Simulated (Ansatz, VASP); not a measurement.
**Two plane-wave programs on CdSeS4**

```xyz
6
Lattice="4.7240 0.0000 0.0000 0.0000 4.7240 0.0000 0.0000 0.0000 9.9412" Properties=species:S:1:pos:R:3 pbc="T T T"
Cd    0.0000    0.0000    0.0000
Se    2.3620    2.3620    4.9706
S     2.3620    0.0000    0.0000
S     0.0000    2.3620    0.0000
S     0.0000    0.0000    4.0128
S     0.0000    0.0000    5.9284
```

Change from the starting cell: species swapped into the AlTlF4 type (P4/mmm, No. 123).

Alike in both runs: task relaxation of cell and atoms; functional PBE; k mesh 8 × 8 × 4; occupations gaussian, width 0.1 eV; no spin polarisation.

|  | VASP | Ansatz |
| --- | --- | --- |
| version | VASP 6.6.1 | Ansatz 0.2.0 |
| potentials or method | VASP PAW PBE potentials, release 64 (Cd, Se, S), cutoff 600 eV | scalar-relativistic, plane waves, PAW |
| valence electrons in the cell | 42 | 60 |

|  | VASP | Ansatz | Ansatz less VASP |
| --- | --- | --- | --- |
| gap on the k mesh at the Fermi level, each at its own relaxed structure (eV) | none | none | - |
| relaxed volume (Å³/atom) | 40.90 | 40.53 | -0.371 |
| relaxed length of the cell vector where the two differ most in proportion (Å) | 4.759 | 4.742 | -0.0167 |

A gap of «none» marks a metal or a gap that the smearing closes. VASP's potentials hold 42 valence electrons a cell and Ansatz's 60, so a difference there can come from the potentials and not from the codes.
